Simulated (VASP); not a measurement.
Write the native input for VASP 6.6.1 that does the following.

| Quantity | Value |
| --- | --- |
| Task | single point |
| Functional | PBE |
| Potentials or basis | VASP PAW PBE potentials, release 64 (W_sv, Se) |
| Cutoff | 520 eV |
| k mesh | 6 × 6 × 6 |
| Occupations | gaussian, width 0.01 eV |
| Spin | no spin polarisation |
| Dipole correction | no |
| Further INCAR settings | ALGO = Normal; EDIFF = 1e-06; NBANDS = 20 |

The structure of WSe2 lies in POSCAR:

```
WSe2
1.0
    1.6510739550      0.9532479924      6.5796479589
   -1.6510739550      0.9532479924      6.5796479589
    0.0000000000     -1.9064959847      6.5796479589
W Se
1 2
Direct
   -0.0000183143     -0.0000183143     -0.0000183143
    0.4176504314      0.4176504314      0.4176504314
    0.2490345495      0.2490345495      0.2490345495
```

One way to write it, as run:

INCAR

```
PREC = Accurate
ENCUT = 520
EDIFF = 1E-6
ISMEAR = 0
SIGMA = 0.01
LREAL = F
LASPH = T
NELM = 80
ALGO = Normal
ISIF = 2
LWAVE = F
LCHARG = F
GGA = PE
NBANDS = 20
```

KPOINTS

```
Automatic mesh
0
Gamma
  6 6 6
```

Potentials or basis: VASP PAW PBE potentials, release 64 (W_sv, Se).

Run with:

```sh
$ cat potpaw_PBE.64/W_sv/POTCAR potpaw_PBE.64/Se/POTCAR > POTCAR
$ mpirun -np 1 vasp_std > vasp.out
```

It gave:

```yaml
Pressure: 3.6 GPa
Largest_force: 0.327 eV/Å
Band_gap_on_the_k_mesh: 1.08 eV, indirect (least direct gap 1.57 eV)
```

Caveat: spin-orbit coupling is left out, which moves the levels of the heavy elements.

Wall time 2.1 min on 1 thread of Intel(R) Xeon(R) Platinum 8375C CPU @ 2.90GHz (Ice Lake), with other jobs on the host, peak memory 0.39 GiB.
